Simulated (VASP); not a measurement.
Write the native input for VASP 6.6.1 that does the following.

```
Task                   : single point
Functional             : PBEsol
Potentials or basis    : VASP PAW PBE potentials, release 64 (W_sv)
Cutoff                 : 520 eV
k mesh                 : 12 × 12 × 12
Occupations            : fermi-dirac, width 0.05 eV
Spin                   : non-collinear spin, zero start, spin-orbit coupling
Starting moments       : [[0.0, 0.0, 0.0]] μB
Dipole correction      : no
Further INCAR settings : ALGO = Normal; EDIFF = 1e-06; NBANDS = 25
```

The structure of W lies in POSCAR:

```
W
1.0
   -1.6133792515      1.6133792515      1.6133792515
    1.6133792515     -1.6133792515      1.6133792515
    1.6133792515      1.6133792515     -1.6133792515
W
1
Direct
    0.0000000000      0.0000000000      0.0000000000
```

One way to write it, as run:

INCAR

```
PREC = Accurate
ENCUT = 520
EDIFF = 1E-6
ISMEAR = -1
SIGMA = 0.05
LREAL = False
LASPH = True
NELM = 150
ALGO = Normal
ISIF = 2
LWAVE = False
LCHARG = False
MAGMOM = 0 0 0
LORBIT = 11
LSORBIT = True
GGA_COMPAT = False
LORBMOM = True
LMAXMIX = 4
GGA = PS
NBANDS = 25
```

KPOINTS

```
regular mesh
0
Gamma
  12 12 12
```

Potentials or basis: VASP PAW PBE potentials, release 64 (W_sv).

The run is started by

```sh
$ cat potpaw_PBE.64/W_sv/POTCAR > POTCAR
$ mpirun -np 1 vasp_ncl > vasp.out
```

Results of the run:

| Property | Result |
| --- | --- |
| Pressure | -17.5 GPa |
| Net moment | 0.00 μB per cell |
| Valence electrons inside the program's atomic spheres | W 11.99 |

Caveat: the PAW data sets were made with another functional, which shifts forces and pressure a little.

Run time: 20 s on 1 thread of Intel(R) Xeon(R) 6975P-C (Granite Rapids), on a shared host, peak memory 0.21 GiB.
